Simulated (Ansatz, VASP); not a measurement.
One calculation of Al2Pt, two programs

INCAR

```
PREC = Accurate
ENCUT = 600
EDIFF = 1E-6
ISMEAR = -1
SIGMA = 0.05
LREAL = F
LASPH = T
NELM = 100
ALGO = Normal
ISIF = 3
LWAVE = F
LCHARG = F
GGA = PE
IBRION = 2
NSW = 32
EDIFFG = -0.005
```

Contents of KPOINTS:

```
Automatic mesh
0
Gamma
  11 11 11
```

POSCAR

```
Al2Pt
1.0
    0.0000000000      2.9735292329      2.9735292329
    2.9735292329      0.0000000000      2.9735292329
    2.9735292329      2.9735292329      0.0000000000
Al Pt
2 1
Direct
    0.2500000000      0.2500000000      0.2500000000
    0.7500000000      0.7500000000      0.7500000000
    0.0000000000      0.0000000000      0.0000000000
```

Input for Ansatz:

```yaml
crystal:
  lattice:
    - [0.0, 2.9735292329, 2.9735292329]
    - [2.9735292329, 0.0, 2.9735292329]
    - [2.9735292329, 2.9735292329, 0.0]
  atoms:
    - { symbol: Al, position: [0.25, 0.25, 0.25] }
    - { symbol: Al, position: [0.75, 0.75, 0.75] }
    - { symbol: Pt, position: [0.0, 0.0, 0.0] }
kpoints:
  mp_grid: { grid: [11, 11, 11] }
scf:
  occupations: { method: fermi_dirac, width: 0.05 }
hamiltonian:
  xc: pbe
  pseudopotentials: { kind: all_electron, lapw: { basis_error: 0.0005 } }
output:
  forces: true
  stress: true
  eigenvalues: true
relax:
  f_tol: 0.005
  max_steps: 12
  cell: {}
```

Alike in both runs: task relaxation of cell and atoms; functional PBE; k mesh 11 × 11 × 11; occupations fermi-dirac, width 0.05 eV; no spin polarisation.

```csv
,VASP,Ansatz
version,VASP 6.6.1,Ansatz 0.2.0
potentials or method,"VASP PAW PBE potentials, release 64 (Al, Pt), cutoff 600 eV","all-electron LAPW, scalar-relativistic"
```

|  | VASP | Ansatz | Ansatz less VASP |
| --- | --- | --- | --- |
| relaxed volume (Å³/atom) | 17.51 | 17.53 | +0.022 |
| relaxed cell length with the largest relative difference (Å) | 4.203 | 4.205 | +0.0018 |

Ansatz ran all-electron here, and VASP with PAW potentials.

Spin-orbit coupling is off throughout.
